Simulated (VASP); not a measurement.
Here is a VASP 6.6.1 calculation.

Contents of INCAR:

```
PREC     = Accurate       # precision mode
ENCUT    = 520            # plane-wave cutoff, eV
EDIFF    = 1E-6           # SCF threshold, eV
ISMEAR   = 0              # smearing method
SIGMA    = 0.1            # smearing width, eV
LREAL    = False          # projectors in reciprocal space
LASPH    = True           # aspherical terms in the spheres
NELM     = 60             # most SCF steps
ALGO     = Normal         # electronic algorithm
ISIF     = 2              # what is computed and relaxed
LWAVE    = False          # write WAVECAR
LCHARG   = True           # write CHGCAR
GGA      = PE             # functional
LELF     = True           # ELF
LVHAR    = True         
NBANDS   = 96             # bands
```

Contents of KPOINTS:

```
Automatic mesh
0
Gamma
  4 4 2
```

POSCAR

```
Ge
1.0
    4.0639176159      0.0000000000      0.0000000000
    0.0000000000      7.1680129139      0.0000000000
    0.0000000000      0.0000000000     11.5245865959
Ge
12
Direct
    0.9106888566      0.3284867238      0.2092015557
    0.4106888566      0.1715132762      0.2907984443
    0.5893111434      0.8284867238      0.2907984443
    0.0893111434      0.6715132762      0.2092015557
    0.0893111434      0.6715132762      0.7907984443
    0.5893111434      0.8284867238      0.7092015557
    0.4106888566      0.1715132762      0.7092015557
    0.9106888566      0.3284867238      0.7907984443
    0.7468348527      0.8945677273      0.5000000000
    0.2468348527      0.6054322727      0.0000000000
    0.7531651473      0.3945677273      0.0000000000
    0.2531651473      0.1054322727      0.5000000000
```

Potentials or basis: VASP PAW PBE potentials, release 64 (Ge_d).

Run with:

```sh
$ cat potpaw_PBE.64/Ge_d/POTCAR > POTCAR
$ mpirun -np 1 vasp_std > vasp.out
```

Problem. Predict the largest force.

Solution. 0.015 eV/Å.

Problem. Predict the pressure.

Solution. 0.0 GPa.

Problem. What does it give for the band gap on the k mesh?

Solution. Zero (bands 84 and 85 overlap by 0.35 eV).

Forces on the atoms (eV/Å):
```
Ge   0.002 -0.001 -0.004
Ge   0.002  0.001  0.004
Ge  -0.002 -0.001  0.004
Ge  -0.002  0.001 -0.004
Ge  -0.002  0.001  0.004
Ge  -0.002 -0.001 -0.004
Ge   0.002  0.001 -0.004
Ge   0.002 -0.001  0.004
Ge   0.009 -0.012  0.000
Ge   0.009  0.012  0.000
Ge  -0.009 -0.012  0.000
Ge  -0.009  0.012  0.000
```

Caveat: the k points lie up to 0.39 Å⁻¹ apart; semilocal functionals underestimate gaps, and a narrow one can read as zero.
